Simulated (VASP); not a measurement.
# Pb (Fd-3m) in VASP: a series of runs

Runs on Pb. Level: LDA. Tasks: single point, relaxation of cell and atoms.

All numbers are computed with VASP 6.6.1; they aren't measurements. Logs are shortened: lines on timing, memory, paths and dates and some standing lists are left out, and cuts for length are marked.

## 1. The cell of the first run

Symmetry: Fd-3m, No. 227, cubic system. The conventional cell has a = 6.711 Å, b = 6.711 Å, c = 6.711 Å, α = 90.00°, β = 90.00°, γ = 90.00°. Within 3.8 Å of Pb (site symmetry -43m) lie 4 Pb at 2.91 Å.

This isn't the form of Pb at room conditions, which is fcc.

## 2. Single point, LDA

Input file INCAR:

```
PREC = Accurate
ENCUT = 520
EDIFF = 1E-6
ISMEAR = -1
SIGMA = 0.05
LREAL = F
LASPH = T
NELM = 60
ALGO = Normal
ISIF = 2
LWAVE = F
LCHARG = T
GGA = CA
LELF = T
LVHAR = T
NBANDS = 21
```

Input file KPOINTS:

```
Automatic mesh
0
Gamma
  7 7 7
```

Input file POSCAR:

```
Pb
1.0
    0.0000000000      3.3555848864      3.3555848864
    3.3555848864      0.0000000000      3.3555848864
    3.3555848864      3.3555848864      0.0000000000
Pb
2
Direct
    0.2500000000      0.2500000000      0.2500000000
    0.0000000000      0.0000000000      0.0000000000
```

Potentials or basis: VASP PAW LDA potentials, release 64 (Pb_d).

Run with:

```console
$ cat potpaw_LDA.64/Pb_d/POTCAR > POTCAR
$ mpirun -np 1 vasp_std > vasp.out
```

OUTCAR:

```text
PREC = Accurate
   ENCUT = 520
   EDIFF = 1E-6
   ISMEAR = -1
   LREAL = F
   LASPH = T
   NELM = 60
   ISIF = 2
   GGA = CA

 ion  position               nearest neighbor table
   1  0.250  0.250  0.250-   2 2.91   2 2.91   2 2.91   2 2.91
   2  0.000  0.000  0.000-   1 2.91   1 2.91   1 2.91   1 2.91

  LATTYP: Found a face centered cubic cell.
 ALAT       =     6.7111697728

  Lattice vectors:

 A1 = (   0.0000000000,   3.3555848864,   3.3555848864)
 A2 = (   3.3555848864,   0.0000000000,   3.3555848864)
 A3 = (   3.3555848864,   3.3555848864,   0.0000000000)

Analysis of symmetry for initial positions (statically):
=====================================================================
 Subroutine PRICEL returns:
 Original cell was already a primitive cell.

 Routine SETGRP: Setting up the symmetry group for a
 face centered cubic supercell.

 Subroutine GETGRP returns: Found 48 space group operations
 (whereof 24 operations were pure point group operations)
 out of a pool of 48 trial point group operations.

The static configuration has the point symmetry T_d .
 The point group associated with its full space group is O_h .

Analysis of symmetry for dynamics (positions and initial velocities):
=====================================================================
 Subroutine PRICEL returns:
 Original cell was already a primitive cell.

 Routine SETGRP: Setting up the symmetry group for a
 face centered cubic supercell.

 Subroutine GETGRP returns: Found 48 space group operations
 (whereof 24 operations were pure point group operations)
 out of a pool of 48 trial point group operations.

The dynamic configuration has the point symmetry T_d .
 The point group associated with its full space group is O_h .

 Subroutine INISYM returns: Found 48 space group operations
 (whereof 24 operations are pure point group operations),
 and found     1 'primitive' translations

----------------------------------------------------------------------------------------

                                     Primitive cell

  volume of cell :      75.5674

  direct lattice vectors                    reciprocal lattice vectors
     0.000000000  3.355584886  3.355584886    -0.149005320  0.149005320  0.149005320
     3.355584886  0.000000000  3.355584886     0.149005320 -0.149005320  0.149005320
     3.355584886  3.355584886  0.000000000     0.149005320  0.149005320 -0.149005320

  length of vectors
     4.745513656  4.745513656  4.745513656     0.258084785  0.258084785  0.258084785

  position of ions in fractional coordinates (direct lattice)
     0.250000000  0.250000000  0.250000000
     0.000000000  0.000000000  0.000000000

  ion indices of the primitive-cell ions
   primitive index   ion index
                 1           1
                 2           2

----------------------------------------------------------------------------------------

 KPOINTS: Automatic mesh

Automatic generation of k-mesh.
 Grid dimensions read from file:
 generate k-points for:    7    7    7

 Generating k-lattice:

  Cartesian coordinates                     Fractional coordinates (reciprocal lattice)
    -0.021286474  0.021286474  0.021286474     0.142857143  0.000000000  0.000000000
     0.021286474 -0.021286474  0.021286474     0.000000000  0.142857143  0.000000000
     0.021286474  0.021286474 -0.021286474     0.000000000  0.000000000  0.142857143

  Length of vectors
     0.036869255  0.036869255  0.036869255

  Shift w.r.t. Gamma in fractional coordinates (k-lattice)
     0.000000000  0.000000000  0.000000000

 Subroutine IBZKPT returns following result:
 ===========================================

 Found     20 irreducible k-points:

 Following reciprocal coordinates:
            Coordinates               Weight
  0.000000  0.000000  0.000000      1.000000
  0.142857  0.000000  0.000000      8.000000
  0.285714  0.000000  0.000000      8.000000
  0.428571  0.000000  0.000000      8.000000
  0.142857  0.142857  0.000000      6.000000
  0.285714  0.142857  0.000000     24.000000
[... 12 lines left out ...]
 -0.428571  0.428571  0.142857     24.000000
 -0.285714  0.428571  0.142857     24.000000
   k-points           NKPTS =     20   k-points in BZ     NKDIM =     20   number of bands    NBANDS=     21
   number of dos      NEDOS =    301   number of ions     NIONS =      2
   total plane-waves  NPLWV =  46656
   dimension x,y,z NGX =    36 NGY =   36 NGZ =   36
   dimension x,y,z NGXF=    72 NGYF=   72 NGZF=   72
   ions per type =               2
   NGX,Y,Z   is equivalent  to a cutoff of  12.61, 12.61, 12.61 a.u.
   NGXF,Y,Z  is equivalent  to a cutoff of  25.22, 25.22, 25.22 a.u.
 SYSTEM =  unknown system
   PREC   = accura    normal or accurate (medium, high low for compatibility)
   ISTART =      0    job   : 0-new  1-cont  2-samecut
   ICHARG =      2    charge: 1-file 2-atom 10-const
   ISPIN  =      1    spin polarized calculation?
   LNONCOLLINEAR =      F non collinear calculations
   LSORBIT =      F    spin-orbit coupling
   LASPH  =      T    aspherical Exc in radial PAW
   ENCUT  =  520.0 eV  38.22 Ry    6.18 a.u.   8.82  8.82  8.82*2*pi/ulx,y,z
   NELM   =     60;   NELMIN=  2; NELMDL= -5     # of ELM steps
   EDIFF  = 0.1E-05   stopping-criterion for ELM
   LREAL  =      F    real-space projection
   EDIFFG = 0.1E-04   stopping-criterion for IOM
   NSW    =      0    number of steps for IOM
   IBRION =     -1    ionic relax: 0-MD 1-quasi-New 2-CG
   NFREE  =      0    steps in history (QN), initial steepest desc. (CG)
   ISIF   =      2    stress and relaxation
   ISYM   =      2    0-nonsym 1-usesym 2-fastsym
   POTIM  = 0.5000    time-step for ionic-motion
   TEBEG  =    0.0;   TEEND  =   0.0 temperature during run
   PSTRESS=    0.0 pullay stress
   NELECT =      28.0000    total number of electrons
   NUPDOWN=      -1.0000    fix difference up-down
   EMIN   =  10.00;   EMAX   =-10.00  energy-range for DOS
   EFERMI =   0.00;   METHOD = LEGACY
   ISMEAR =    -1;   SIGMA  =   0.05  broadening in eV -4-tet -1-fermi 0-gaus
   EFERMI_NEDOS =   21; number of points for ismear=-14 and -15
   IALGO  =     38    algorithm
   IMIX   =      4    mixing-type and parameters
     AMIX     =   0.40;   BMIX     =  1.00
     AMIX_MAG =   1.60;   BMIX_MAG =  1.00
  volume/ion in A,a.u.               =      37.78       254.98
  Fermi-wavevector in a.u.,A,eV,Ry     =   1.175843  2.222021 18.811502  1.382606
  Thomas-Fermi vector in A             =   2.312217
   LORBIT       =      0    0 simple, 1 ext, 2 COOP (PROOUT), +10 PAW based schemes
   GGA     = CA    functional components
   LHFCALC =     F    Hartree Fock is set to
   AEXX    =    0.0000 exact exchange contribution
   IVDW    =     0    specifies the selected vdW correction
   LEPSILON=     F    determine dielectric tensor
   LRPA    =     F    only Hartree local field effects (RPA)
 non-spin polarized calculation
  energy-cutoff  :      520.00
  volume of cell :       75.57
 maximum number of plane-waves:      2085
   NGX = 17   NGY = 17   NGZ = 17

 number of electron      28.0000001 magnetization

 Free energy of the ion-electron system (eV)
  ---------------------------------------------------
  ext. energy  EPLUGINS =         0.00000000
  ---------------------------------------------------
  free energy    TOTEN  =        -7.86421224 eV

  energy without entropy =       -7.85827617  energy(sigma->0) =       -7.86124421

 E-fermi :   4.7483     XC(G=0):  -9.0808

 val. band max:        4.7076996553   @ k =  -0.1429   0.1429   0.0000
 cond. band min:       4.7857933507   @ k =   0.1429   0.0000   0.0000
 fundamental gap:      0.0780936955
 Fermi energy:         4.7483384755

 k-point     1 :       0.0000    0.0000    0.0000
  band No.  band energies     occupation
      1     -12.5709      2.00000
      2     -12.5709      2.00000
      3     -12.5709      2.00000
      4     -12.4778      2.00000
      5     -12.4778      2.00000
      6     -11.9583      2.00000
[... 13 lines left out ...]
     20      12.7353      0.00000
     21      12.7353      0.00000

 k-point     2 :       0.1429    0.0000    0.0000
  band No.  band energies     occupation
      1     -12.5935      2.00000
      2     -12.5935      2.00000
      3     -12.5659      2.00000
      4     -12.4446      2.00000
      5     -12.4446      2.00000
      6     -11.9909      2.00000
[... 13 lines left out ...]
     20      12.0727      0.00000
     21      12.0728      0.00000

 k-point     3 :       0.2857    0.0000    0.0000
  band No.  band energies     occupation
      1     -12.6181      2.00000
      2     -12.6181      2.00000
      3     -12.5542      2.00000
      4     -12.3996      2.00000
      5     -12.3996      2.00000
      6     -12.0255      2.00000
[... 13 lines left out ...]
     20      12.0889      0.00000
     21      12.0889      0.00000

 k-point     4 :       0.4286    0.0000    0.0000
  band No.  band energies     occupation
      1     -12.6276      2.00000
      2     -12.6276      2.00000
      3     -12.5444      2.00000
      4     -12.3785      2.00000
      5     -12.3785      2.00000
      6     -12.0384      2.00000
[... 13 lines left out ...]
     20      13.0487      0.00000
     21      13.0487      0.00000

 k-point     5 :       0.1429    0.1429    0.0000
  band No.  band energies     occupation
      1     -12.5920      2.00000
      2     -12.5881      2.00000
      3     -12.5881      2.00000
      4     -12.4496      2.00000
      5     -12.4093      2.00000
      6     -12.0655      2.00000
[... 13 lines left out ...]
     20      10.8812      0.00000
     21      13.2296      0.00000
[... 286 lines left out ...]
     20      12.6362      0.00000
     21      13.4282      0.00000

 k-point    18 :      -0.4286    0.2857    0.1429
  band No.  band energies     occupation
      1     -12.6789      2.00000
      2     -12.6551      2.00000
      3     -12.4661      2.00000
      4     -12.3257      2.00000
      5     -12.2720      2.00000
      6     -12.2073      2.00000
[... 13 lines left out ...]
     20      13.0793      0.00000
     21      13.4274      0.00000

 k-point    19 :      -0.4286    0.4286    0.1429
  band No.  band energies     occupation
      1     -12.6706      2.00000
      2     -12.6676      2.00000
      3     -12.4549      2.00000
      4     -12.3387      2.00000
      5     -12.2636      2.00000
      6     -12.1739      2.00000
[... 13 lines left out ...]
     20      13.5428      0.00000
     21      14.7391      0.00000

 k-point    20 :      -0.2857    0.4286    0.1429
  band No.  band energies     occupation
      1     -12.6903      2.00000
      2     -12.6690      2.00000
      3     -12.4155      2.00000
      4     -12.3017      2.00000
      5     -12.2488      2.00000
      6     -12.1949      2.00000
[... 13 lines left out ...]
     20      13.5637      0.00000
     21      14.8590      0.00000

------------------------ aborting loop because EDIFF is reached ----------------------------------------

  FORCE on cell =-STRESS in cart. coord.  units (eV):
  Direction    XX          YY          ZZ          XY          YZ          ZX
  --------------------------------------------------------------------------------------
  -------------------------------------------------------------------------------------
  Total        0.9298390      0.9298390      0.9298390      0.0000000     -0.0000000      0.0000000
  in kB       19.7144043     19.7144043     19.7144043      0.0000000     -0.0000000      0.0000000
  external PRESSURE =      19.7144043 kB  Pullay stress =       0.0000000 kB

 VOLUME and BASIS-vectors are now :
 -----------------------------------------------------------------------------
  energy-cutoff  :      520.00
  volume of cell :       75.57
      direct lattice vectors                 reciprocal lattice vectors
     0.000000000  3.355584886  3.355584886    -0.149005320  0.149005320  0.149005320
     3.355584886  0.000000000  3.355584886     0.149005320 -0.149005320  0.149005320
     3.355584886  3.355584886  0.000000000     0.149005320  0.149005320 -0.149005320

 POSITION                                       TOTAL-FORCE (eV/Angst)
 -----------------------------------------------------------------------------------
      1.67779      1.67779      1.67779        -0.000000      0.000000     -0.000000
      0.00000      0.00000      0.00000         0.000000     -0.000000      0.000000
 -----------------------------------------------------------------------------------
    total drift:                                0.000000      0.000000      0.000000

  FREE ENERGIE OF THE ION-ELECTRON SYSTEM (eV)
  ---------------------------------------------------
  free  energy   TOTEN  =        -7.8642122373 eV

  energy  without entropy=       -7.8582761743  energy(sigma->0) =       -7.86124421
```

It took 38 s on 1 thread of Intel Xeon 8259CL, shared host; peak memory 0.18 GiB.

Results:

```yaml
Free_energy: -7.8642 eV
Pressure: 2.0 GPa
Band_gap_on_the_k_mesh: zero (bands 14 and 15 overlap by 1.23 eV)
```

Caveat: spin-orbit coupling is left out, which moves the levels of the heavy elements.

## 3. Single point, LDA

This run uses another cell than the first one, of 39.81 Å³/atom.

Input file INCAR:

```
SYSTEM = Pb
  PREC = Accurate
  ENCUT = 520
  EDIFF = 1E-6
  ISMEAR = -1
  SIGMA = 0.05
  LREAL = .FALSE.
  LASPH = .TRUE.
  NELM = 100
  ALGO = Normal
  ISIF = 2
  LWAVE = .FALSE.
  LCHARG = .FALSE.
  GGA = CA
  NBANDS = 21
```

Input file KPOINTS:

```
Automatic mesh
0
G
  7 7 7
  0 0 0
```

Input file POSCAR:

```
Pb
1.0
    0.0000000000      3.4144059128      3.4144059128
    3.4144059128      0.0000000000      3.4144059128
    3.4144059128      3.4144059128      0.0000000000
Pb
2
Direct
    0.2500000000      0.2500000000      0.2500000000
    0.0000000000      0.0000000000      0.0000000000
```

Potentials or basis: VASP PAW LDA potentials, release 64 (Pb_d).

Run with:

```console
$ cat potpaw_LDA.64/Pb_d/POTCAR > POTCAR
$ mpirun -np 1 vasp_std > vasp.out
```

Run time: 40 s. Hardware: 1 thread of Intel Xeon 8259CL, shared host; peak memory 0.17 GiB.

Results (log left out):

- Free energy: -7.8907 eV
- Pressure: 0.0 GPa
- Band gap on the k mesh: zero (bands 14 and 15 overlap by 1.15 eV)

Levels at points of the mesh, in eV from the Fermi level:
```tsv
k point	band 10	band 11	band 12	band 13	band 14	band 15	band 16	band 17	band 18	band 19
(0.00, 0.00, 0.00)	-16.62	-11.28	-3.83	0.41	0.41	0.41	2.42	2.42	2.42	4.05
```

Caveat: spin-orbit coupling is left out, which moves the levels of the heavy elements.

## 4. Relaxation of cell and atoms, LDA

This run uses another cell than the first one, of 40.67 Å³/atom.

Input file INCAR:

```
SYSTEM = Pb
PREC     = Accurate       ! precision mode
ENCUT    = 600            ! plane-wave cutoff, eV
EDIFF    = 1E-6           ! SCF threshold, eV
ISMEAR   = -1             ! smearing method
SIGMA    = 0.05           ! smearing width, eV
LREAL    = .FALSE.        ! projectors in reciprocal space
LASPH    = .TRUE.         ! aspherical terms in the spheres
NELM     = 60             ! most SCF steps
ALGO     = Normal         ! electronic algorithm
ISIF     = 3              ! what is computed and relaxed
LWAVE    = .FALSE.        ! write WAVECAR
LCHARG   = .FALSE.        ! write CHGCAR
IBRION   = 2              ! ionic algorithm
NSW      = 80             ! ionic steps
EDIFFG   = -0.005         ! ionic threshold
```

KPOINTS is that of step 3.

Input file POSCAR:

```
Pb
1.0
    0.0000000000      3.4390000555      3.4390000555
    3.4390000555      0.0000000000      3.4390000555
    3.4390000555      3.4390000555      0.0000000000
Pb
2
Direct
    0.2500000000      0.2500000000      0.2500000000
    0.0000000000      0.0000000000      0.0000000000
```

Run with:

```console
$ cat potpaw_LDA.64/Pb_d/POTCAR > POTCAR
$ mpirun -np 1 vasp_std > vasp.out
```

Run time: 1.7 min. Hardware: 1 thread of Intel Xeon 8259CL, shared host; peak memory 0.2 GiB.

Results (log left out):

| Item | Value |
| --- | --- |
| Free energy | -7.8910 eV |
| Relaxed volume | 39.91 Å³/atom |
| Relaxed cell | a = 4.833 Å, b = 4.833 Å, c = 4.833 Å, α = 60.00°, β = 60.00°, γ = 60.00° |
| Space group after relaxing (to 0.1 Å) | Fd-3m (No. 227) |
| Energy gained by relaxing | 1.6 meV/atom |
| Ionic steps | 3 |
| Pressure after relaxing | 0.0 GPa |
| Band gap on the k mesh | zero (bands 14 and 15 overlap by 1.14 eV) |

The path:
| step | energy change (eV) | largest force (eV/Å) | pressure (GPa) | volume (Å³) |
| --- | --- | --- | --- | --- |
| 1 | 0.0000 | 0.0000 | -0.64 | 81.34 |
| 2 | -0.0030 | 0.0000 | 0.17 | 79.46 |
| 3 | -0.0031 | 0.0000 | -0.01 | 79.81 |

Final structure:
```
Pb
1.0
     0.00000    3.41729    3.41729
     3.41729    0.00000    3.41729
     3.41729    3.41729    0.00000
Pb
2
Cartesian
  1.7086 1.7086 1.7086
  0.0000 0.0000 0.0000
```

Levels at points of the mesh, in eV from the Fermi level:
| k point | band 10 | band 11 | band 12 | band 13 | band 14 | band 15 | band 16 | band 17 | band 18 |
| --- | --- | --- | --- | --- | --- | --- | --- | --- | --- |
| (0.00, 0.00, 0.00) | -16.62 | -11.27 | -3.85 | 0.41 | 0.41 | 0.41 | 2.41 | 2.41 | 2.41 |

Caveat: spin-orbit coupling is left out, which moves the levels of the heavy elements.

(Part 1 of 2 ends here.)

The gap in the log of VASP goes by the Fermi energy; the results here count the filled bands.